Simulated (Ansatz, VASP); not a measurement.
One calculation of AlNi3, two programs

```
CELL_PARAMETERS angstrom
0.00000 2.80189 2.80189
2.80189 0.00000 2.80189
2.80189 2.80189 0.00000
ATOMIC_POSITIONS crystal
Al 0.50000 0.50000 0.50000
Ni 0.25000 0.25000 0.25000
Ni 0.00000 0.00000 0.00000
Ni 0.75000 0.75000 0.75000
```

Alike in both runs: task single point; functional PBEsol; k mesh 7 × 7 × 7; occupations gaussian, width 0.4 eV; no spin polarisation.

```csv
,VASP,Ansatz
version,VASP 6.6.1,Ansatz 0.2.0
potentials or method,"VASP PAW PBE potentials, release 64 (Al, Ni), cutoff 520 eV","scalar-relativistic, plane waves, PAW"
valence electrons in the cell,33,57
```

|  | VASP | Ansatz | Ansatz less VASP |
| --- | --- | --- | --- |
| gap on the k mesh at the Fermi level (eV) | none | none | - |
| pressure (GPa) | 0.2 | 0.0 | -0.18 |

VASP's potentials were made for PBE, not for PBEsol. A gap of «none» marks a metal or a gap that the smearing closes. With one functional, cell and mesh, what is left measures potentials, basis and numerics. VASP's potentials hold 33 valence electrons a cell and Ansatz's 57, so a difference there can come from the potentials and not from the codes.
